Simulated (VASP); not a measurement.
Runs of VASP 6.6.1 on LuH2. The structure is that of space group Fm-3m (No. 225), or close to it. The cells are those of the table. 

| cell | gap on the mesh (eV) | pressure (GPa) |
| --- | --- | --- |
| a = 3.410 Å, angles 60.0°, 3 atoms | none | 6.3 |
| a = 3.651 Å, angles 60.0°, 3 atoms | none | (b) |
| a = 3.461 Å, angles 60.0°, 3 atoms | none | 1.2 |
| a = 3.606 Å, angles 60.0°, 3 atoms | none | -9.4 |
| a = 3.511 Å, angles 60.0°, 3 atoms | none | -3.1 |
| a = 3.559 Å, angles 60.0°, 3 atoms | none | -6.7 |
| a = 3.696 Å, angles 60.0°, 3 atoms | none | (a) |

Alike in all rows: task single point; level PBEsol+D3(BJ); potentials or basis VASP PAW PBE potentials, release 64 (Lu, H); no spin polarisation; k mesh 10 × 10 × 10; cutoff (eV) 520; smearing fermi-dirac 0.1 eV.

Question: Fill in the values left out.

Answer: (a) -13.6; (b) -11.7.

Caveats: three body term missing; the PAW data sets were made with another functional, which shifts forces and pressure a little; spin-orbit coupling is left out, which moves the levels of the heavy elements; the cell stands under tension (at least some runs); the cell stands under pressure (at least some runs).

A k mesh can miss the band edges, and the runs leave out spin-orbit coupling on Lu.

A gap of «none» marks levels without a gap at the run's occupations.
